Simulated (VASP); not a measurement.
## Al3N4: single point with LDA

Slab: Al3N4, a slab with vacuum.

```
CELL_PARAMETERS angstrom
5.38668 0.00000 0.00000
-2.69334 5.21713 0.00000
0.00000 0.00000 17.27782
ATOMIC_POSITIONS crystal
Al 0.66666 0.00000 0.05788
Al 0.16231 0.49646 0.05769
Al 0.09440 0.97857 0.13951
Al 0.61631 0.49265 0.13714
Al 0.57640 0.92992 0.21671
Al 0.10189 0.42732 0.22131
N 0.51566 0.65810 0.04764
N 0.02931 0.15622 0.06464
N 0.02528 0.63050 0.13805
N 0.49842 0.12346 0.13730
N 0.46929 0.58099 0.22187
N 0.93277 0.06759 0.22957
N 0.08041 0.63238 0.33088
N 0.94798 0.54007 0.38029
```

```yaml
Program: VASP 6.6.1
Task: single point
Functional: LDA
Potentials_or_basis: VASP PAW LDA potentials, release 64 (Al, N)
Cutoff: 520 eV
k_mesh: 2 × 2 × 1
Occupations: fermi-dirac, width 0.02 eV
Spin: no spin polarisation
Dipole_correction: no
Further_INCAR_settings: ALGO = Normal; EDIFF = 1e-06; NBANDS = 42
```

```yaml
Largest_force: 3.767 eV/Å
Band_gap_on_the_k_mesh: 0.86 eV, direct
```

Forces on the atoms (eV/Å):
```
Al  -1.146 -0.986  1.317
Al  -1.020 -0.962  1.609
Al   1.536  0.401  1.245
Al   0.581 -0.423 -0.332
Al  -0.025 -1.028 -1.368
Al   0.019 -1.074 -1.415
N    1.877  1.114  0.075
N   -0.334  1.156 -1.462
N   -1.840 -0.976  0.236
N   -0.467 -0.120 -0.014
N   -0.210  0.737 -0.056
N    1.425  2.306  0.098
N    1.164  1.281 -3.052
N   -1.559 -1.427  3.118
```

Levels at points of the mesh, in eV from the valence-band top:
```
           k point  band 26  band 27  band 28  band 29  band 30  band 31  band 32  band 33
(0.00, 0.00, 0.00)    -0.82    -0.67    -0.39    -0.06     0.91     1.07     1.74     2.78
(0.50, 0.00, 0.00)    -1.23    -1.17    -0.36    -0.17     1.07     1.78     2.06     2.57
(0.50, 0.50, 0.00)    -0.80    -0.69    -0.38     0.00     0.86     1.76     1.82     2.71
(0.00, 0.50, 0.00)    -0.85    -0.77    -0.46    -0.30     1.03     1.74     2.05     2.45
```

Run time: 100 s on 1 thread of Intel(R) Xeon(R) 6975P-C (Granite Rapids), on a shared host, peak memory 0.43 GiB.

Caveat: the k points lie up to 0.66 Å⁻¹ apart; the standard files for N, O and F lose accuracy on very short bonds.
